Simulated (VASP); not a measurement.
# As (Pm-3m) in VASP: further runs

As is run at these levels: r2SCAN; tasks: single point, relaxation of cell and atoms.

All numbers are computed with VASP 6.6.1; they aren't measurements. Logs are shortened: lines on timing, memory, paths and dates and some standing lists are left out, and cuts for length are marked.

**1. The cell of the first run**

It takes space group Pm-3m (No. 221, cubic). Conventional cell: a = 2.705 Å, b = 2.705 Å, c = 2.705 Å, α = 90.00°, β = 90.00°, γ = 90.00°. Within 3.6 Å of As (site symmetry m-3m) lie 6 As at 2.71 Å.

**2. Single point, r2SCAN**

File POSCAR:

```
As
1.0
    2.7053195951      0.0000000000      0.0000000000
    0.0000000000      2.7053195951      0.0000000000
    0.0000000000      0.0000000000      2.7053195951
As
1
Direct
    0.5000000000      0.5000000000      0.5000000000
```

File INCAR.step1:

```
PREC = Accurate
ENCUT = 550
ISMEAR = 0
SIGMA = 0.1
LREAL = False
LASPH = True
NELM = 120
NBANDS = 8
GGA = PE
ALGO = Normal
EDIFF = 1E-5
LWAVE = True
LCHARG = False
GGA_COMPAT = False
```

File INCAR.step2:

```
PREC = Accurate
ENCUT = 550
EDIFF = 1E-6
ISMEAR = 0
SIGMA = 0.1
LREAL = False
LASPH = True
NELM = 120
ALGO = Normal
ISIF = 2
LWAVE = False
LCHARG = True
METAGGA = R2SCAN
LMIXTAU = True
LELF = True
LVHAR = True
NBANDS = 8
ISTART = 1
GGA_COMPAT = False
```

File KPOINTS:

```
Automatic mesh
0
Gamma
  16 16 16
```

Potentials or basis: VASP PAW PBE potentials, release 64 (As).

Run with:

```
$ cat potpaw_PBE.64/As/POTCAR > POTCAR
$ cp INCAR.step1 INCAR
$ mpirun -np 1 vasp_std > vasp.out
$ cp INCAR.step2 INCAR
$ mpirun -np 1 vasp_std > vasp.out
```

OUTCAR:

```text
PREC = Accurate
   ENCUT = 550
   EDIFF = 1E-6
   ISMEAR = 0
   LREAL = False
   LASPH = True
   NELM = 120
   ISIF = 2
   METAGGA = R2SCAN
   ISTART = 1

 ion  position               nearest neighbor table
   1  0.500  0.500  0.500-

  LATTYP: Found a simple cubic cell.
 ALAT       =     2.7053195951

  Lattice vectors:

 A1 = (   2.7053195951,   0.0000000000,   0.0000000000)
 A2 = (   0.0000000000,   2.7053195951,   0.0000000000)
 A3 = (   0.0000000000,   0.0000000000,   2.7053195951)

Analysis of symmetry for initial positions (statically):
=====================================================================
 Subroutine PRICEL returns:
 Original cell was already a primitive cell.

 Routine SETGRP: Setting up the symmetry group for a
 simple cubic supercell.

 Subroutine GETGRP returns: Found 48 space group operations
 (whereof 48 operations were pure point group operations)
 out of a pool of 48 trial point group operations.

The static configuration has the point symmetry O_h .

Analysis of symmetry for dynamics (positions and initial velocities):
=====================================================================
 Subroutine PRICEL returns:
 Original cell was already a primitive cell.

 Routine SETGRP: Setting up the symmetry group for a
 simple cubic supercell.

 Subroutine GETGRP returns: Found 48 space group operations
 (whereof 48 operations were pure point group operations)
 out of a pool of 48 trial point group operations.

The dynamic configuration has the point symmetry O_h .

 Subroutine INISYM returns: Found 48 space group operations
 (whereof 48 operations are pure point group operations),
 and found     1 'primitive' translations

----------------------------------------------------------------------------------------

                                     Primitive cell

  volume of cell :      19.7996

  direct lattice vectors                    reciprocal lattice vectors
     2.705319595  0.000000000  0.000000000     0.369642094  0.000000000  0.000000000
     0.000000000  2.705319595  0.000000000     0.000000000  0.369642094  0.000000000
     0.000000000  0.000000000  2.705319595     0.000000000  0.000000000  0.369642094

  length of vectors
     2.705319595  2.705319595  2.705319595     0.369642094  0.369642094  0.369642094

[... 72 lines left out ...]
   ISPIN  =      1    spin polarized calculation?
   LNONCOLLINEAR =      F non collinear calculations
   LSORBIT =      F    spin-orbit coupling
   LASPH  =      T    aspherical Exc in radial PAW
   ENCUT  =  550.0 eV  40.42 Ry    6.36 a.u.   5.17  5.17  5.17*2*pi/ulx,y,z
   NELM   =    120;   NELMIN=  2; NELMDL=  0     # of ELM steps
   EDIFF  = 0.1E-05   stopping-criterion for ELM
   LREAL  =      F    real-space projection
   EDIFFG = 0.1E-04   stopping-criterion for IOM
   NSW    =      0    number of steps for IOM
   IBRION =     -1    ionic relax: 0-MD 1-quasi-New 2-CG
   NFREE  =      0    steps in history (QN), initial steepest desc. (CG)
   ISIF   =      2    stress and relaxation
   ISYM   =      2    0-nonsym 1-usesym 2-fastsym
   POTIM  = 0.5000    time-step for ionic-motion
   TEBEG  =    0.0;   TEEND  =   0.0 temperature during run
   PSTRESS=    0.0 pullay stress
   NELECT =       5.0000    total number of electrons
   NUPDOWN=      -1.0000    fix difference up-down
   EMIN   =  10.00;   EMAX   =-10.00  energy-range for DOS
   EFERMI =   0.00;   METHOD = LEGACY
   ISMEAR =     0;   SIGMA  =   0.10  broadening in eV -4-tet -1-fermi 0-gaus
   EFERMI_NEDOS =   21; number of points for ismear=-14 and -15
   IALGO  =     38    algorithm
   IMIX   =      4    mixing-type and parameters
     AMIX     =   0.40;   BMIX     =  1.00
     AMIX_MAG =   1.60;   BMIX_MAG =  1.00
  volume/ion in A,a.u.               =      19.80       133.61
  Fermi-wavevector in a.u.,A,eV,Ry     =   1.034776  1.955443 14.568587  1.070761
  Thomas-Fermi vector in A             =   2.169087
   LORBIT       =      0    0 simple, 1 ext, 2 COOP (PROOUT), +10 PAW based schemes
   METAGGA = R2SCAN    functional components
   LHFCALC =     F    Hartree Fock is set to
   AEXX    =    0.0000 exact exchange contribution
   IVDW    =     0    specifies the selected vdW correction
   LEPSILON=     F    determine dielectric tensor
   LRPA    =     F    only Hartree local field effects (RPA)
 non-spin polarized calculation
 Gauss-broadening in eV      SIGMA  =   0.10
  energy-cutoff  :      550.00
  volume of cell :       19.80
 maximum number of plane-waves:       624
 NGX is ok and might be reduce to    24
   NGX = 11   NGY = 11   NGZ = 11

 number of electron       5.0000001 magnetization

 Free energy of the ion-electron system (eV)
  ---------------------------------------------------
  ext. energy  EPLUGINS =         0.00000000
  ---------------------------------------------------
  free energy    TOTEN  =       -14.55311674 eV

  energy without entropy =      -14.55201214  energy(sigma->0) =      -14.55256444

 E-fermi :   5.7829     XC(G=0): -10.9151

 val. band max:        5.7409835007   @ k =   0.1875   0.1875   0.1250
 cond. band min:       5.7889657471   @ k =   0.3125   0.3125   0.3125
 fundamental gap:      0.0479822464
 Fermi energy:         5.7829042392

 k-point     1 :       0.0000    0.0000    0.0000
  band No.  band energies     occupation
      1      -9.9019      2.00000
      2      10.1108      0.00000
      3      10.1108      0.00000
      4      10.1108      0.00000
      5      14.6711      0.00000
      6      14.6711      0.00000
      7      17.3684      0.00000
      8      31.7420      0.00000
[... 243 lines left out ...]
 k-point    24 :       0.5000    0.1250    0.0000
  band No.  band energies     occupation
      1      -6.3053      2.00000
      2      -1.1858      2.00000
      3       9.9005      0.00000
      4      12.7826      0.00000
      5      16.7809      0.00000
      6      18.9270      0.00000
      7      21.4713      0.00000
      8      22.4256      0.00000

 [... further k-points ...]
[... 5 lines left out ...]
  --------------------------------------------------------------------------------------
  -------------------------------------------------------------------------------------
  Total       -0.0099538     -0.0099538     -0.0099538      0.0000000      0.0000000     -0.0000000
  in kB       -0.8054568     -0.8054568     -0.8054568      0.0000000      0.0000000     -0.0000000
  external PRESSURE =      -0.8054568 kB  Pullay stress =       0.0000000 kB

 VOLUME and BASIS-vectors are now :
 -----------------------------------------------------------------------------
  energy-cutoff  :      550.00
  volume of cell :       19.80
      direct lattice vectors                 reciprocal lattice vectors
     2.705319595  0.000000000  0.000000000     0.369642094  0.000000000  0.000000000
     0.000000000  2.705319595  0.000000000     0.000000000  0.369642094  0.000000000
     0.000000000  0.000000000  2.705319595     0.000000000  0.000000000  0.369642094

 POSITION                                       TOTAL-FORCE (eV/Angst)
 -----------------------------------------------------------------------------------
      1.35266      1.35266      1.35266         0.000000      0.000000      0.000000
 -----------------------------------------------------------------------------------
    total drift:                                0.000000     -0.000000     -0.000000

  FREE ENERGIE OF THE ION-ELECTRON SYSTEM (eV)
  ---------------------------------------------------
  free  energy   TOTEN  =       -14.5531167442 eV

  energy  without entropy=      -14.5520121384  energy(sigma->0) =      -14.55256444
```

OUTCAR.step1:

```text
PREC = Accurate
   ENCUT = 550
   ISMEAR = 0
   LREAL = False
   LASPH = True
   NELM = 120
[... 479 lines left out ...]

 POSITION                                       TOTAL-FORCE (eV/Angst)
 -----------------------------------------------------------------------------------
      1.35266      1.35266      1.35266         0.000000      0.000000      0.000000
 -----------------------------------------------------------------------------------
    total drift:                                0.000000     -0.000000     -0.000000

  FREE ENERGIE OF THE ION-ELECTRON SYSTEM (eV)
  ---------------------------------------------------
  free  energy   TOTEN  =        -4.5552901746 eV

  energy  without entropy=       -4.5541921075  energy(sigma->0) =       -4.55474114
```

Wall time 47 s (1 thread of Intel Xeon Platinum 8488C (Sapphire Rapids), shared host); peak memory 0.15 GiB.

What came out:

```
Free energy : -14.5531 eV
Pressure    : -0.1 GPa
```

Levels at points of the mesh, in eV from the Fermi level:
```csv
k point,band 1,band 2,band 3,band 4,band 5,band 6,band 7
"(0.00, 0.00, 0.00)",-15.68,4.33,4.33,4.33,8.89,8.89,11.59
"(0.50, 0.00, 0.00)",-12.39,-7.25,6.74,6.74,11.57,15.08,15.42
"(0.50, 0.50, 0.00)",-8.90,-4.54,-4.54,2.89,9.05,17.24,18.18
"(0.50, 0.50, 0.50)",-4.97,-2.04,-2.04,-2.04,6.37,6.37,6.37
```

Caveat: the PAW data sets were made with another functional, which shifts forces and pressure a little.

**3. Relaxation of cell and atoms, r2SCAN**

File POSCAR:

```
As
1.0
    2.7036817444      0.0000000000      0.0000000000
    0.0000000000      2.7036817444      0.0000000000
    0.0000000000      0.0000000000      2.7036817444
As
1
Direct
    0.5000000000      0.5000000000      0.5000000000
```

File INCAR.step1:

```
SYSTEM = As
ALGO = Normal
EDIFF = 1E-5
EDIFFG = -0.005
ENCUT = 550
GGA = PE
GGA_COMPAT = .False.
IBRION = 2
ISIF = 3
ISMEAR = 0
LASPH = .True.
LCHARG = .False.
LREAL = .False.
LWAVE = .True.
NELM = 120
NELMIN = 4
NSW = 100
PREC = Accurate
SIGMA = 0.1
```

File INCAR.step2:

```
SYSTEM = As
ALGO = Normal
EDIFF = 1E-7
EDIFFG = -0.01
ENCUT = 550
GGA_COMPAT = .False.
IBRION = 2
ISIF = 3
ISMEAR = 0
ISTART = 1
LASPH = .True.
LCHARG = .False.
LMIXTAU = .True.
LREAL = .False.
LWAVE = .False.
METAGGA = R2SCAN
NELM = 120
NELMIN = 4
NSW = 100
PREC = Accurate
SIGMA = 0.1
```

File KPOINTS:

```
k-points
0
Gamma
  16 16 16
  0 0 0
```

Potentials or basis: VASP PAW PBE potentials, release 64 (As).

Run with:

```
$ cat potpaw_PBE.64/As/POTCAR > POTCAR
$ cp INCAR.step1 INCAR
$ mpirun -np 1 vasp_std > vasp.out
$ cp INCAR.step2 INCAR
$ mpirun -np 1 vasp_std > vasp.out
```

OUTCAR:

```text
SYSTEM = As
   EDIFF = 1E-7
   EDIFFG = -0.01
   ENCUT = 550
   IBRION = 2
   ISIF = 3
   ISMEAR = 0
   ISTART = 1
   LASPH = .True.
   LREAL = .False.
   METAGGA = R2SCAN
   NELM = 120
   NELMIN = 4
   NSW = 100
   PREC = Accurate

 ion  position               nearest neighbor table
   1  0.500  0.500  0.500-

  LATTYP: Found a simple cubic cell.
 ALAT       =     2.7036817444

  Lattice vectors:

 A1 = (   2.7036817444,   0.0000000000,   0.0000000000)
 A2 = (   0.0000000000,   2.7036817444,   0.0000000000)
 A3 = (   0.0000000000,   0.0000000000,   2.7036817444)

Analysis of symmetry for initial positions (statically):
=====================================================================
 Subroutine PRICEL returns:
 Original cell was already a primitive cell.

 Routine SETGRP: Setting up the symmetry group for a
 simple cubic supercell.

 Subroutine GETGRP returns: Found 48 space group operations
 (whereof 48 operations were pure point group operations)
 out of a pool of 48 trial point group operations.

The static configuration has the point symmetry O_h .

Analysis of symmetry for dynamics (positions and initial velocities):
=====================================================================
 Subroutine PRICEL returns:
 Original cell was already a primitive cell.

 Routine SETGRP: Setting up the symmetry group for a
 simple cubic supercell.

 Subroutine GETGRP returns: Found 48 space group operations
 (whereof 48 operations were pure point group operations)
 out of a pool of 48 trial point group operations.

The dynamic configuration has the point symmetry O_h .

 Subroutine INISYM returns: Found 48 space group operations
 (whereof 48 operations are pure point group operations),
 and found     1 'primitive' translations

----------------------------------------------------------------------------------------

                                     Primitive cell

  volume of cell :      19.7636

  direct lattice vectors                    reciprocal lattice vectors
     2.703681744  0.000000000  0.000000000     0.369866018  0.000000000  0.000000000
     0.000000000  2.703681744  0.000000000     0.000000000  0.369866018  0.000000000
     0.000000000  0.000000000  2.703681744     0.000000000  0.000000000  0.369866018

  length of vectors
     2.703681744  2.703681744  2.703681744     0.369866018  0.369866018  0.369866018

  position of ions in fractional coordinates (direct lattice)
     0.500000000  0.500000000  0.500000000

  ion indices of the primitive-cell ions
   primitive index   ion index
                 1           1

[... 89 lines left out ...]
   IMIX   =      4    mixing-type and parameters
     AMIX     =   0.40;   BMIX     =  1.00
     AMIX_MAG =   1.60;   BMIX_MAG =  1.00
  volume/ion in A,a.u.               =      19.76       133.37
  Fermi-wavevector in a.u.,A,eV,Ry     =   1.035403  1.956627 14.586243  1.072059
  Thomas-Fermi vector in A             =   2.169744
   LORBIT       =      0    0 simple, 1 ext, 2 COOP (PROOUT), +10 PAW based schemes
   METAGGA = R2SCAN    functional components
   LHFCALC =     F    Hartree Fock is set to
   AEXX    =    0.0000 exact exchange contribution
   IVDW    =     0    specifies the selected vdW correction
   LEPSILON=     F    determine dielectric tensor
   LRPA    =     F    only Hartree local field effects (RPA)
 conjugate gradient relaxation of ions
 non-spin polarized calculation
 Gauss-broadening in eV      SIGMA  =   0.10
  energy-cutoff  :      550.00
  volume of cell :       19.76
 maximum number of plane-waves:       595
 NGX is ok and might be reduce to    24
   NGX = 11   NGY = 11   NGZ = 11

--------------------------------------- Ionic step        1  -------------------------------------------

 number of electron       5.0000001 magnetization

 Free energy of the ion-electron system (eV)
  ---------------------------------------------------
  ext. energy  EPLUGINS =         0.00000000
  ---------------------------------------------------
  free energy    TOTEN  =       -14.55311467 eV

  energy without entropy =      -14.55202078  energy(sigma->0) =      -14.55256772

------------------------ aborting loop because EDIFF is reached ----------------------------------------

  FORCE on cell =-STRESS in cart. coord.  units (eV):
  Direction    XX          YY          ZZ          XY          YZ          ZX
  --------------------------------------------------------------------------------------
  -------------------------------------------------------------------------------------
  Total        0.0105783      0.0105783      0.0105783     -0.0000000      0.0000000     -0.0000000
  in kB        0.8575523      0.8575523      0.8575523     -0.0000000      0.0000000     -0.0000000
  external PRESSURE =       0.8575523 kB  Pullay stress =       0.0000000 kB

 VOLUME and BASIS-vectors are now :
 -----------------------------------------------------------------------------
  energy-cutoff  :      550.00
  volume of cell :       19.76
      direct lattice vectors                 reciprocal lattice vectors
     2.703681744  0.000000000  0.000000000     0.369866018  0.000000000  0.000000000
     0.000000000  2.703681744  0.000000000     0.000000000  0.369866018  0.000000000
     0.000000000  0.000000000  2.703681744     0.000000000  0.000000000  0.369866018

 POSITION                                       TOTAL-FORCE (eV/Angst)
 -----------------------------------------------------------------------------------
      1.35184      1.35184      1.35184         0.000000      0.000000      0.000000
 -----------------------------------------------------------------------------------
    total drift:                                0.000000     -0.000000     -0.000000

  FREE ENERGIE OF THE ION-ELECTRON SYSTEM (eV)
  ---------------------------------------------------
  free  energy   TOTEN  =       -14.5531146671 eV

  energy  without entropy=      -14.5520207783  energy(sigma->0) =      -14.55256772

--------------------------------------- Ionic step        2  -------------------------------------------

 number of electron       5.0000001 magnetization

 Free energy of the ion-electron system (eV)
  ---------------------------------------------------
  ext. energy  EPLUGINS =         0.00000000
  ---------------------------------------------------
  free energy    TOTEN  =       -14.55311663 eV

  energy without entropy =      -14.55201366  energy(sigma->0) =      -14.55256515

 E-fermi :   5.7862     XC(G=0): -10.9163

 val. band max:        5.7439482100   @ k =   0.1875   0.1875   0.1250
 cond. band min:       5.7930579640   @ k =   0.3125   0.3125   0.3125
 fundamental gap:      0.0491097540
 Fermi energy:         5.7862168229

 k-point     1 :       0.0000    0.0000    0.0000
  band No.  band energies     occupation
      1      -9.9012      2.00000
      2      10.1153      0.00000
      3      10.1153      0.00000
      4      10.1153      0.00000
      5      14.6747      0.00000
      6      14.6747      0.00000
[... 199 lines left out ...]
 k-point    24 :       0.5000    0.1250    0.0000
  band No.  band energies     occupation
      1      -6.3033      2.00000
      2      -1.1848      2.00000
      3       9.9051      0.00000
      4      12.7882      0.00000
      5      16.7849      0.00000
      6      18.9319      0.00000

 [... further k-points ...]
[... 5 lines left out ...]
  --------------------------------------------------------------------------------------
  -------------------------------------------------------------------------------------
  Total       -0.0063097     -0.0063097     -0.0063097      0.0000000      0.0000000     -0.0000000
  in kB       -0.5107227     -0.5107227     -0.5107227      0.0000000      0.0000000     -0.0000000
  external PRESSURE =      -0.5107227 kB  Pullay stress =       0.0000000 kB

 VOLUME and BASIS-vectors are now :
 -----------------------------------------------------------------------------
  energy-cutoff  :      550.00
  volume of cell :       19.79
      direct lattice vectors                 reciprocal lattice vectors
     2.705061504 -0.000000000 -0.000000000     0.369677362  0.000000000 -0.000000000
    -0.000000000  2.705061504 -0.000000000     0.000000000  0.369677362 -0.000000000
     0.000000000  0.000000000  2.705061504     0.000000000  0.000000000  0.369677362

 POSITION                                       TOTAL-FORCE (eV/Angst)
 -----------------------------------------------------------------------------------
      1.35253      1.35253      1.35253         0.000000      0.000000      0.000000
 -----------------------------------------------------------------------------------
    total drift:                                0.000000     -0.000000     -0.000000

  FREE ENERGIE OF THE ION-ELECTRON SYSTEM (eV)
  ---------------------------------------------------
  free  energy   TOTEN  =       -14.5531166282 eV

  energy  without entropy=      -14.5520136626  energy(sigma->0) =      -14.55256515

 reached required accuracy - stopping structural energy minimisation
```

Run time: 57 s. Hardware: 1 thread of Intel Xeon Platinum 8488C (Sapphire Rapids), shared host; peak memory 0.16 GiB.

What came out:

- Free energy: -14.5531 eV
- Relaxed volume: 19.79 Å³/atom
- Relaxed cell: a = 2.705 Å, b = 2.705 Å, c = 2.705 Å, α = 90.00°, β = 90.00°, γ = 90.00°
- Space group after relaxing (to 0.05 Å): Pm-3m (No. 221)
- Energy gained by relaxing: 0.0 meV/atom
- Ionic steps: 2
- Pressure after relaxing: -0.1 GPa

Final structure:
```
CELL_PARAMETERS angstrom
2.70506 0.00000 0.00000
0.00000 2.70506 0.00000
0.00000 0.00000 2.70506
ATOMIC_POSITIONS crystal
As 0.50000 0.50000 0.50000
```

Levels at points of the mesh, in eV from the Fermi level:
| k point | band 1 | band 2 | band 3 | band 4 | band 5 | band 6 |
| --- | --- | --- | --- | --- | --- | --- |
| (0.00, 0.00, 0.00) | -15.69 | 4.33 | 4.33 | 4.33 | 8.89 | 8.89 |
| (0.50, 0.00, 0.00) | -12.39 | -7.25 | 6.74 | 6.74 | 11.57 | 15.09 |
| (0.50, 0.50, 0.00) | -8.90 | -4.55 | -4.55 | 2.89 | 9.05 | 17.24 |
| (0.50, 0.50, 0.50) | -4.96 | -2.04 | -2.04 | -2.04 | 6.37 | 6.37 |

Caveat: the PAW data sets were made with another functional, which shifts forces and pressure a little.
